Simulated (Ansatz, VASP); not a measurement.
**Al4B3Sb in VASP and in Ansatz**

```
Al B Sb
1.0
     3.06048   -1.76754   -0.00203
     3.06048    1.76754   -0.00203
    -2.01192    0.00000   10.15969
Al B Sb
4 3 1
Direct
  0.16975 0.16975 0.20518
  0.30320 0.30320 0.60721
  0.69851 0.69851 0.79482
  0.56510 0.56510 0.39279
  0.93420 0.93420 0.50000
  0.99398 0.99398 0.68064
  0.87431 0.87431 0.31935
  0.43416 0.43416 0.00001
```

Change from the starting cell: the structure that the rattled cell fell into.

Alike in both runs: functional PBE; k mesh 10 × 10 × 4; occupations gaussian, width 0.1 eV; no spin polarisation.

Ansatz relaxed the structure, and its values are those at the end. VASP's run is a single point on that final structure, the one shown.

|  | VASP | Ansatz |
| --- | --- | --- |
| version | VASP 6.6.1 | Ansatz 0.2.0 |
| potentials or method | VASP PAW PBE potentials, release 64 (Al, B, Sb), cutoff 520 eV | scalar-relativistic, plane waves, PAW |
| valence electrons in the cell | 26 | 36 |

Ansatz gave:

```
gap on the k mesh at the Fermi level (eV) : none
pressure (GPa)                            : 0.0
rms of the force components (eV/Å)        : 0.001
```

Which values does VASP return?

gap on the k mesh at the Fermi level (eV): none; pressure (GPa): 0.0; rms of the force components (eV/Å): 0.005.

A gap of «none» marks a metal or a gap that the smearing closes. VASP's potentials hold 26 valence electrons a cell and Ansatz's 36, so a difference there can come from the potentials and not from the codes.

Neither program's run includes spin-orbit coupling.
